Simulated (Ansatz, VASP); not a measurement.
# Two plane-wave programs on ScAl3

```
CELL_PARAMETERS angstrom
4.07130 0.00000 0.00000
0.00000 4.07130 0.00000
0.00000 0.00000 3.90845
ATOMIC_POSITIONS crystal
Sc 0.00000 0.00000 0.00000
Al 0.50000 0.00000 0.50000
Al 0.00000 0.50000 0.50000
Al 0.50000 0.50000 0.00000
```

Change from the starting cell: strain +0.000 along x and y, -0.040 along z, atoms carried along.

Alike in both runs: task single point; functional PBEsol; k mesh 12 × 12 × 12; occupations gaussian, width 0.15 eV; no spin polarisation.

```csv
,VASP,Ansatz
version,VASP 6.6.1,Ansatz 0.2.0
potentials or method,"VASP PAW PBE potentials, release 64 (Sc_sv, Al), cutoff 520 eV","scalar-relativistic, plane waves, PAW"
valence electrons in the cell,20,20
```

|  | VASP | Ansatz | Ansatz less VASP |
| --- | --- | --- | --- |
| gap on the k mesh at the Fermi level (eV) | none | none | - |
| pressure (GPa) | 4.3 | 4.2 | -0.08 |
| traceless stress, the component that is largest in VASP (GPa) | 4.24 | 4.23 | -0.011 |

VASP's potentials were made for PBE, not for PBEsol. A gap of «none» marks a metal or a gap that the smearing closes. With one functional, cell and mesh, what is left measures potentials, basis and numerics.
